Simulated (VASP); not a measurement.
# OsC2 (Pn-3m) in VASP: further runs

Runs on OsC2. Level: r2SCAN. Tasks: single point, relaxation of cell and atoms.

All numbers are computed with VASP 6.6.1; they aren't measurements. Logs are shortened: lines on timing, memory, paths and dates and some standing lists are left out, and cuts for length are marked.

## (1) The cell of the first run

It takes space group Pn-3m (No. 224, cubic). The conventional cell has a = 4.337 Å, b = 4.337 Å, c = 4.337 Å, α = 90.00°, β = 90.00°, γ = 90.00°. Os (site symmetry -43m) has 4 C at 1.88 Å within 2.5 Å. Within 2.5 Å of C (site symmetry -3m) lie 2 Os at 1.88 Å.

## (2) Single point, r2SCAN

File POSCAR:

```
OsC2
1.0
    4.3369009317      0.0000000000      0.0000000000
    0.0000000000      4.3369009317      0.0000000000
    0.0000000000      0.0000000000      4.3369009317
Os C
2 4
Direct
    0.0000000000      0.0000000000      0.0000000000
    0.5000000000      0.5000000000      0.5000000000
    0.2500000000      0.2500000000      0.2500000000
    0.2500000000      0.7500000000      0.7500000000
    0.7500000000      0.7500000000      0.2500000000
    0.7500000000      0.2500000000      0.7500000000
```

File INCAR.step1:

```
SYSTEM = OsC2
  PREC = Accurate
  ENCUT = 520
  ISMEAR = 0
  SIGMA = 0.1
  LREAL = .FALSE.
  LASPH = .TRUE.
  NELM = 100
  NBANDS = 25
  GGA = PE
  ALGO = Normal
  EDIFF = 1E-4
  LWAVE = .TRUE.
  LCHARG = .FALSE.
```

File INCAR.step2:

```
SYSTEM = OsC2
  PREC = Accurate
  ENCUT = 520
  EDIFF = 1E-6
  ISMEAR = 0
  SIGMA = 0.1
  LREAL = .FALSE.
  LASPH = .TRUE.
  NELM = 100
  ALGO = Normal
  ISIF = 2
  LWAVE = .FALSE.
  LCHARG = .FALSE.
  METAGGA = R2SCAN
  LMIXTAU = .TRUE.
  NBANDS = 25
  ISTART = 1
```

File KPOINTS:

```
regular mesh
0
G
  4 4 4
  0 0 0
```

Potentials or basis: VASP PAW PBE potentials, release 64 (Os, C).

The run is started by

```bash
cat potpaw_PBE.64/Os/POTCAR potpaw_PBE.64/C/POTCAR > POTCAR
cp INCAR.step1 INCAR
mpirun -np 1 vasp_std > vasp.out
cp INCAR.step2 INCAR
mpirun -np 1 vasp_std > vasp.out
```

OUTCAR:

```text
SYSTEM = OsC2
   PREC = Accurate
   ENCUT = 520
   EDIFF = 1E-6
   ISMEAR = 0
   LREAL = .FALSE.
   LASPH = .TRUE.
   NELM = 100
   ISIF = 2
   METAGGA = R2SCAN
   ISTART = 1

 ion  position               nearest neighbor table
   1  0.000  0.000  0.000-   3 1.88   4 1.88   5 1.88   6 1.88
   2  0.500  0.500  0.500-   3 1.88   4 1.88   5 1.88   6 1.88
   3  0.250  0.250  0.250-   1 1.88   2 1.88
   4  0.250  0.750  0.750-   1 1.88   2 1.88
   5  0.750  0.750  0.250-   1 1.88   2 1.88
   6  0.750  0.250  0.750-   1 1.88   2 1.88

  LATTYP: Found a simple cubic cell.
 ALAT       =     4.3369009317

  Lattice vectors:

 A1 = (   4.3369009317,   0.0000000000,   0.0000000000)
 A2 = (   0.0000000000,   4.3369009317,   0.0000000000)
 A3 = (   0.0000000000,   0.0000000000,   4.3369009317)

Analysis of symmetry for initial positions (statically):
=====================================================================
 Subroutine PRICEL returns:
 Original cell was already a primitive cell.

 Routine SETGRP: Setting up the symmetry group for a
 simple cubic supercell.

 Subroutine GETGRP returns: Found 48 space group operations
 (whereof 24 operations were pure point group operations)
 out of a pool of 48 trial point group operations.

The static configuration has the point symmetry T_d .
 The point group associated with its full space group is O_h .

Analysis of symmetry for dynamics (positions and initial velocities):
=====================================================================
 Subroutine PRICEL returns:
 Original cell was already a primitive cell.

 Routine SETGRP: Setting up the symmetry group for a
 simple cubic supercell.

 Subroutine GETGRP returns: Found 48 space group operations
 (whereof 24 operations were pure point group operations)
 out of a pool of 48 trial point group operations.

The dynamic configuration has the point symmetry T_d .
 The point group associated with its full space group is O_h .

 Subroutine INISYM returns: Found 48 space group operations
 (whereof 24 operations are pure point group operations),
 and found     1 'primitive' translations

----------------------------------------------------------------------------------------

                                     Primitive cell

  volume of cell :      81.5715

  direct lattice vectors                    reciprocal lattice vectors
     4.336900932  0.000000000  0.000000000     0.230579397  0.000000000  0.000000000
     0.000000000  4.336900932  0.000000000     0.000000000  0.230579397  0.000000000
     0.000000000  0.000000000  4.336900932     0.000000000  0.000000000  0.230579397

  length of vectors
     4.336900932  4.336900932  4.336900932     0.230579397  0.230579397  0.230579397

  position of ions in fractional coordinates (direct lattice)
     0.000000000  0.000000000  0.000000000
     0.500000000  0.500000000  0.500000000
     0.250000000  0.250000000  0.250000000
     0.250000000  0.750000000  0.750000000
     0.750000000  0.750000000  0.250000000
     0.750000000  0.250000000  0.750000000

  ion indices of the primitive-cell ions
   primitive index   ion index
                 1           1
                 2           2
                 3           3
                 4           4
                 5           5
                 6           6

----------------------------------------------------------------------------------------

 KPOINTS: regular mesh

Automatic generation of k-mesh.
 Grid dimensions read from file:
 generate k-points for:    4    4    4

 Generating k-lattice:

  Cartesian coordinates                     Fractional coordinates (reciprocal lattice)
     0.057644849  0.000000000  0.000000000     0.250000000  0.000000000  0.000000000
     0.000000000  0.057644849  0.000000000     0.000000000  0.250000000  0.000000000
     0.000000000  0.000000000  0.057644849     0.000000000  0.000000000  0.250000000

  Length of vectors
     0.057644849  0.057644849  0.057644849

  Shift w.r.t. Gamma in fractional coordinates (k-lattice)
     0.000000000  0.000000000  0.000000000

 Subroutine IBZKPT returns following result:
 ===========================================

 Found     10 irreducible k-points:

 Following reciprocal coordinates:
            Coordinates               Weight
  0.000000  0.000000  0.000000      1.000000
  0.250000  0.000000  0.000000      6.000000
  0.500000  0.000000  0.000000      3.000000
  0.250000  0.250000  0.000000     12.000000
  0.500000  0.250000  0.000000     12.000000
  0.500000  0.500000  0.000000      3.000000
  0.250000  0.250000  0.250000      8.000000
  0.500000  0.250000  0.250000     12.000000
  0.500000  0.500000  0.250000      6.000000
  0.500000  0.500000  0.500000      1.000000
   k-points           NKPTS =     10   k-points in BZ     NKDIM =     10   number of bands    NBANDS=     25
   number of dos      NEDOS =    301   number of ions     NIONS =      6
   total plane-waves  NPLWV =  32768
   dimension x,y,z NGX =    32 NGY =   32 NGZ =   32
   dimension x,y,z NGXF=    64 NGYF=   64 NGZF=   64
   ions per type =               2   4
   NGX,Y,Z   is equivalent  to a cutoff of  12.27, 12.27, 12.27 a.u.
   NGXF,Y,Z  is equivalent  to a cutoff of  24.53, 24.53, 24.53 a.u.
 SYSTEM =  OsC2
   PREC   = accura    normal or accurate (medium, high low for compatibility)
   ISTART =      1    job   : 0-new  1-cont  2-samecut
   ICHARG =      0    charge: 1-file 2-atom 10-const
   ISPIN  =      1    spin polarized calculation?
   LNONCOLLINEAR =      F non collinear calculations
   LSORBIT =      F    spin-orbit coupling
   LASPH  =      T    aspherical Exc in radial PAW
   ENCUT  =  520.0 eV  38.22 Ry    6.18 a.u.   8.06  8.06  8.06*2*pi/ulx,y,z
   NELM   =    100;   NELMIN=  2; NELMDL=  0     # of ELM steps
   EDIFF  = 0.1E-05   stopping-criterion for ELM
   LREAL  =      F    real-space projection
   EDIFFG = 0.1E-04   stopping-criterion for IOM
   NSW    =      0    number of steps for IOM
   IBRION =     -1    ionic relax: 0-MD 1-quasi-New 2-CG
   NFREE  =      0    steps in history (QN), initial steepest desc. (CG)
   ISIF   =      2    stress and relaxation
   ISYM   =      2    0-nonsym 1-usesym 2-fastsym
   POTIM  = 0.5000    time-step for ionic-motion
   TEBEG  =    0.0;   TEEND  =   0.0 temperature during run
   PSTRESS=    0.0 pullay stress
   NELECT =      32.0000    total number of electrons
   NUPDOWN=      -1.0000    fix difference up-down
   EMIN   =  10.00;   EMAX   =-10.00  energy-range for DOS
   EFERMI =   0.00;   METHOD = LEGACY
   ISMEAR =     0;   SIGMA  =   0.10  broadening in eV -4-tet -1-fermi 0-gaus
   EFERMI_NEDOS =   21; number of points for ismear=-14 and -15
   IALGO  =     38    algorithm
   IMIX   =      4    mixing-type and parameters
     AMIX     =   0.40;   BMIX     =  1.00
     AMIX_MAG =   1.60;   BMIX_MAG =  1.00
  volume/ion in A,a.u.               =      13.60        91.75
  Fermi-wavevector in a.u.,A,eV,Ry     =   1.198428  2.264701 19.541095  1.436230
  Thomas-Fermi vector in A             =   2.334317
   LORBIT       =      0    0 simple, 1 ext, 2 COOP (PROOUT), +10 PAW based schemes
   METAGGA = R2SCAN    functional components
   LHFCALC =     F    Hartree Fock is set to
   AEXX    =    0.0000 exact exchange contribution
   IVDW    =     0    specifies the selected vdW correction
   LEPSILON=     F    determine dielectric tensor
   LRPA    =     F    only Hartree local field effects (RPA)
 non-spin polarized calculation
 Gauss-broadening in eV      SIGMA  =   0.10
  energy-cutoff  :      520.00
  volume of cell :       81.57
 maximum number of plane-waves:      2272
   NGX = 17   NGY = 17   NGZ = 17

 number of electron      31.9999998 magnetization

 Free energy of the ion-electron system (eV)
  ---------------------------------------------------
  ext. energy  EPLUGINS =         0.00000000
  ---------------------------------------------------
  free energy    TOTEN  =      -135.46565234 eV

  energy without entropy =     -135.43163656  energy(sigma->0) =     -135.44864445

 E-fermi :   3.8965     XC(G=0): -11.6535

 val. band max:        3.8263992206   @ k =   0.2500   0.2500   0.0000
 cond. band min:       3.9113153125   @ k =   0.5000   0.5000   0.2500
 fundamental gap:      0.0849160919
 Fermi energy:         3.8964531876

 k-point     1 :       0.0000    0.0000    0.0000
  band No.  band energies     occupation
      1      -9.6690      2.00000
      2      -6.6581      2.00000
      3      -6.6581      2.00000
      4      -6.6581      2.00000
      5      -2.5963      2.00000
      6      -2.5963      2.00000
[... 17 lines left out ...]
     24      12.1266      0.00000
     25      12.2916      0.00000

 k-point     2 :       0.2500    0.0000    0.0000
  band No.  band energies     occupation
      1      -9.2744      2.00000
      2      -7.1288      2.00000
      3      -6.7212      2.00000
      4      -6.7212      2.00000
      5      -2.3201      2.00000
      6      -2.2255      2.00000
[... 17 lines left out ...]
     24      10.7499      0.00000
     25      10.7499      0.00000

 k-point     3 :       0.5000    0.0000    0.0000
  band No.  band energies     occupation
      1      -8.2491      2.00000
      2      -8.2491      2.00000
      3      -6.7818      2.00000
      4      -6.7818      2.00000
      5      -2.3517      2.00000
      6      -2.3517      2.00000
[... 160 lines left out ...]
 k-point     9 :       0.5000    0.5000    0.2500
  band No.  band energies     occupation
      1      -7.5870      2.00000
      2      -7.4892      2.00000
      3      -7.3787      2.00000
      4      -7.3787      2.00000
      5      -2.2471      2.00000
      6      -2.2471      2.00000
[... 17 lines left out ...]
     24      10.3931      0.00000
     25      10.8466      0.00000

 k-point    10 :       0.5000    0.5000    0.5000
  band No.  band energies     occupation
      1      -7.4201      2.00000
      2      -7.4201      2.00000
      3      -7.4201      2.00000
      4      -7.2658      2.00000
      5      -2.5265      2.00000
      6      -2.5265      2.00000
[... 17 lines left out ...]
     24      11.4326      0.00000
     25      11.4326      0.00000

------------------------ aborting loop because EDIFF is reached ----------------------------------------

  FORCE on cell =-STRESS in cart. coord.  units (eV):
  Direction    XX          YY          ZZ          XY          YZ          ZX
  --------------------------------------------------------------------------------------
  -------------------------------------------------------------------------------------
  Total        1.0769747      1.0769747      1.0769747     -0.0000000      0.0000000     -0.0000000
  in kB       21.1532737     21.1532737     21.1532737     -0.0000000      0.0000000     -0.0000000
  external PRESSURE =      21.1532737 kB  Pullay stress =       0.0000000 kB

 VOLUME and BASIS-vectors are now :
 -----------------------------------------------------------------------------
  energy-cutoff  :      520.00
  volume of cell :       81.57
      direct lattice vectors                 reciprocal lattice vectors
     4.336900932  0.000000000  0.000000000     0.230579397  0.000000000  0.000000000
     0.000000000  4.336900932  0.000000000     0.000000000  0.230579397  0.000000000
     0.000000000  0.000000000  4.336900932     0.000000000  0.000000000  0.230579397

 POSITION                                       TOTAL-FORCE (eV/Angst)
 -----------------------------------------------------------------------------------
      0.00000      0.00000      0.00000         0.000000     -0.000000     -0.000000
      2.16845      2.16845      2.16845         0.000000      0.000000      0.000000
      1.08423      1.08423      1.08423        -0.000000      0.000000      0.000000
      1.08423      3.25268      3.25268        -0.000000      0.000000      0.000000
      3.25268      3.25268      1.08423         0.000000     -0.000000     -0.000000
      3.25268      1.08423      3.25268         0.000000     -0.000000      0.000000
 -----------------------------------------------------------------------------------
    total drift:                               -0.000000      0.000000      0.000000

  FREE ENERGIE OF THE ION-ELECTRON SYSTEM (eV)
  ---------------------------------------------------
  free  energy   TOTEN  =      -135.4656523444 eV

  energy  without entropy=     -135.4316365594  energy(sigma->0) =     -135.44864445
```

Run time: 30 s. Hardware: 1 thread of Intel Xeon 6975P-C (Granite Rapids), shared host; peak memory 0.19 GiB.

What came out:

```yaml
Free_energy: -135.4657 eV
Pressure: 2.1 GPa
Band_gap_on_the_k_mesh: zero (bands 16 and 17 overlap by 0.84 eV)
```

Levels at points of the mesh, in eV from the Fermi level:
```tsv
k point	band 11	band 12	band 13	band 14	band 15	band 16	band 17	band 18	band 19	band 20
(0.00, 0.00, 0.00)	-2.23	-2.23	-0.91	-0.91	-0.91	0.03	0.03	0.03	0.58	0.58
(0.50, 0.00, 0.00)	-4.21	-4.21	-0.77	-0.77	-0.65	-0.65	0.20	0.20	2.91	2.91
(0.50, 0.50, 0.00)	-4.40	-4.40	-3.43	-3.43	-0.43	-0.43	0.37	0.37	3.89	3.89
(0.50, 0.50, 0.50)	-3.58	-3.58	-3.58	-2.15	-2.15	0.77	0.77	0.77	1.37	1.37
```

Caveat: the k points lie up to 0.36 Å⁻¹ apart, too coarse for converged energies and pressures of a metal; the PAW data sets were made with another functional, which shifts forces and pressure a little; spin-orbit coupling is left out, which moves the levels of the heavy elements.

## (3) Relaxation of cell and atoms, r2SCAN

This run uses another cell than the first one, of 10.71 Å³/atom.

POSCAR, as its differences from that of step 2:

```diff
@@ -2,5 +2,5 @@
 1.0
-    4.3369009317      0.0000000000      0.0000000000
-    0.0000000000      4.3369009317      0.0000000000
-    0.0000000000      0.0000000000      4.3369009317
+    4.0058276339      0.0000000000      0.0000000000
+    0.0000000000      4.0058276339      0.0000000000
+    0.0000000000      0.0000000000      4.0058276339
 Os C
```

File INCAR.step1:

```
ALGO = Normal ; EDIFF = 1E-4
ENCUT = 600 ; GGA = PE
ISMEAR = 0 ; LASPH = True
LCHARG = False ; LREAL = False
LWAVE = True ; NELM = 60
PREC = Accurate ; SIGMA = 0.1
```

File INCAR.step2:

```
ALGO = Normal ; EDIFF = 1E-6
EDIFFG = -0.04 ; ENCUT = 600
IBRION = 2 ; ISIF = 3
ISMEAR = 0 ; ISTART = 1
LASPH = True ; LCHARG = False
LMIXTAU = True ; LREAL = False
LWAVE = False ; METAGGA = R2SCAN
NELM = 60 ; NSW = 90
PREC = Accurate ; SIGMA = 0.1
```

File KPOINTS:

```
k-points
0
Gamma
  4 4 4
```

Potentials or basis: VASP PAW PBE potentials, release 64 (Os, C).

The run is started by

```bash
cat potpaw_PBE.64/Os/POTCAR potpaw_PBE.64/C/POTCAR > POTCAR
cp INCAR.step1 INCAR
mpirun -np 1 vasp_std > vasp.out
cp INCAR.step2 INCAR
mpirun -np 1 vasp_std > vasp.out
```

OUTCAR:

```text
EDIFF = 1E-6
   EDIFFG = -0.04
   ENCUT = 600
   IBRION = 2
   ISIF = 3
   ISMEAR = 0
   ISTART = 1
   LASPH = True
   LREAL = False
   METAGGA = R2SCAN
   NELM = 60
   NSW = 90
   PREC = Accurate

 ion  position               nearest neighbor table
   1  0.000  0.000  0.000-   3 1.73   4 1.73   5 1.73   6 1.73
   2  0.500  0.500  0.500-   3 1.73   4 1.73   5 1.73   6 1.73
   3  0.250  0.250  0.250-   1 1.73   2 1.73
   4  0.250  0.750  0.750-   1 1.73   2 1.73
   5  0.750  0.750  0.250-   1 1.73   2 1.73
   6  0.750  0.250  0.750-   1 1.73   2 1.73

  LATTYP: Found a simple cubic cell.
 ALAT       =     4.0058276339

[... 174 lines left out ...]
  free energy    TOTEN  =      -131.38050609 eV

  energy without entropy =     -131.35991638  energy(sigma->0) =     -131.37021123

------------------------ aborting loop because EDIFF is reached ----------------------------------------

  FORCE on cell =-STRESS in cart. coord.  units (eV):
  Direction    XX          YY          ZZ          XY          YZ          ZX
  --------------------------------------------------------------------------------------
  -------------------------------------------------------------------------------------
  Total       35.9464525     35.9464525     35.9464525      0.0000000      0.0000000     -0.0000000
  in kB      895.9625255    895.9625255    895.9625255      0.0000000      0.0000000     -0.0000000
  external PRESSURE =     895.9625255 kB  Pullay stress =       0.0000000 kB
[... 621 lines left out ...]
--------------------------------------- Ionic step        5  -------------------------------------------

 number of electron      31.9999999 magnetization

 Free energy of the ion-electron system (eV)
  ---------------------------------------------------
  ext. energy  EPLUGINS =         0.00000000
  ---------------------------------------------------
  free energy    TOTEN  =      -135.46150518 eV

  energy without entropy =     -135.42646978  energy(sigma->0) =     -135.44398748

 E-fermi :   3.8090     XC(G=0): -11.6039

 val. band max:        3.7440862702   @ k =   0.2500   0.2500   0.0000
 cond. band min:       3.8275743004   @ k =   0.5000   0.5000   0.2500
 fundamental gap:      0.0834880302
 Fermi energy:         3.8089876330
[... 261 lines left out ...]
  FREE ENERGIE OF THE ION-ELECTRON SYSTEM (eV)
  ---------------------------------------------------
  free  energy   TOTEN  =      -135.4615051838 eV

  energy  without entropy=     -135.4264697838  energy(sigma->0) =     -135.44398748

 reached required accuracy - stopping structural energy minimisation
```

OSZICAR.step1:

```text
N       E                     dE             d eps       ncg     rms          rms(c)
DAV:   1     0.246183236834E+03    0.24618E+03   -0.16673E+04   400   0.168E+03
DAV:   2    -0.218707277849E+02   -0.26805E+03   -0.25103E+03   432   0.475E+02
DAV:   3    -0.531900994570E+02   -0.31319E+02   -0.29296E+02   564   0.119E+02
DAV:   4    -0.541851213248E+02   -0.99502E+00   -0.97288E+00   508   0.230E+01
DAV:   5    -0.542203380892E+02   -0.35217E-01   -0.35115E-01   512   0.413E+00    0.635E+01
DAV:   6    -0.471892906733E+02    0.70310E+01   -0.76078E+01   608   0.583E+01    0.103E+01
DAV:   7    -0.448652796557E+02    0.23240E+01   -0.14123E+01   612   0.315E+01    0.184E+01
DAV:   8    -0.447594558646E+02    0.10582E+00   -0.81545E-01   456   0.719E+00    0.417E+00
DAV:   9    -0.446371517458E+02    0.12230E+00   -0.65259E-01   636   0.636E+00    0.434E-01
DAV:  10    -0.446356745853E+02    0.14772E-02   -0.20929E-02   432   0.116E+00    0.290E-01
DAV:  11    -0.446358228992E+02   -0.14831E-03   -0.12451E-02   620   0.714E-01    0.193E-01
DAV:  12    -0.446352491693E+02    0.57373E-03   -0.20319E-03   632   0.319E-01    0.275E-02
DAV:  13    -0.446352408185E+02    0.83508E-05   -0.77656E-05   228   0.681E-02
   1 F= -.44635241E+02 E0= -.44625446E+02  d E =-.195893E-01
```

Wall time 2.2 min (1 thread of Intel Xeon 6975P-C (Granite Rapids), shared host); peak memory 0.19 GiB.

Results:

```yaml
Free_energy: -135.4615 eV
Relaxed_volume: 13.72 Å³/atom
Relaxed_cell: a = 4.351 Å, b = 4.351 Å, c = 4.351 Å, α = 90.00°, β = 90.00°, γ = 90.00°
Space_group_after_relaxing_to_0.1_Å: Pn-3m (No. 224)
Pressure_after_relaxing: 0.0 GPa
Band_gap_on_the_k_mesh: zero (bands 16 and 17 overlap by 0.81 eV)
```

Final structure:
```
Os C
1.0
     4.35059    0.00000    0.00000
     0.00000    4.35059    0.00000
     0.00000    0.00000    4.35059
Os C
2 4
Direct
  0.00000 0.00000 0.00000
  0.50000 0.50000 0.50000
  0.25000 0.25000 0.25000
  0.25000 0.75000 0.75000
  0.75000 0.75000 0.25000
  0.75000 0.25000 0.75000
```

Caveat: the k points lie up to 0.36 Å⁻¹ apart in the final cell, too coarse for converged energies and pressures of a metal; the volume moved by over 15 % at a fixed basis, so the end points are rough; the PAW data sets were made with another functional, which shifts forces and pressure a little; spin-orbit coupling is left out, which moves the levels of the heavy elements.

[end of part 1 of 2]

The gap in the log of VASP goes by the Fermi energy; the results here count the filled bands.